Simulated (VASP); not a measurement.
Set up this calculation in VASP 6.6.1, as the native input.

```
Task                   : single point
Functional             : PBE
Potentials or basis    : VASP PAW PBE potentials, release 64 (K_sv, Br)
Cutoff                 : 520 eV
k mesh                 : 6 × 6 × 6
Occupations            : gaussian, width 0.05 eV
Spin                   : no spin polarisation
Dipole correction      : no
Further INCAR settings : ALGO = Normal; EDIFF = 1e-07; NBANDS = 15
```

The structure of KBr lies in POSCAR:

```
KBr
1.0
    0.0000000000      3.3912750000      3.3912750000
    3.3912750000      0.0000000000      3.3912750000
    3.3912750000      3.3912750000      0.0000000000
K Br
1 1
Direct
    0.0000000000      0.0000000000      0.0000000000
    0.5000000000      0.5000000000      0.5000000000
```

This cell differs from its parent crystal: strain +0.030 along x and y, +0.030 along z.

One way to write it, as run:

INCAR

```
SYSTEM = KBr
PREC = Accurate
ENCUT = 520
EDIFF = 1E-7
ISMEAR = 0
SIGMA = 0.05
LREAL = .False.
LASPH = .True.
NELM = 100
ALGO = Normal
ISIF = 2
LWAVE = .False.
LCHARG = .False.
GGA = PE
NBANDS = 15
```

KPOINTS

```
Automatic mesh
0
Gamma
  6 6 6
  0 0 0
```

Potentials or basis: VASP PAW PBE potentials, release 64 (K_sv, Br).

Command:

```console
$ cat potpaw_PBE.64/K_sv/POTCAR potpaw_PBE.64/Br/POTCAR > POTCAR
$ mpirun -np 1 vasp_std > vasp.out
```

It gave:

The pressure is -0.4 GPa. The band gap on the k mesh is 4.22 eV, direct.

Caveat: the cell differs from its parent crystal (strain +0.030 along x and y, +0.030 along z).

It took 12 s on 1 thread of AMD EPYC 9R45 96-Core Processor (Zen 5) (shared host), peak memory 0.18 GiB.
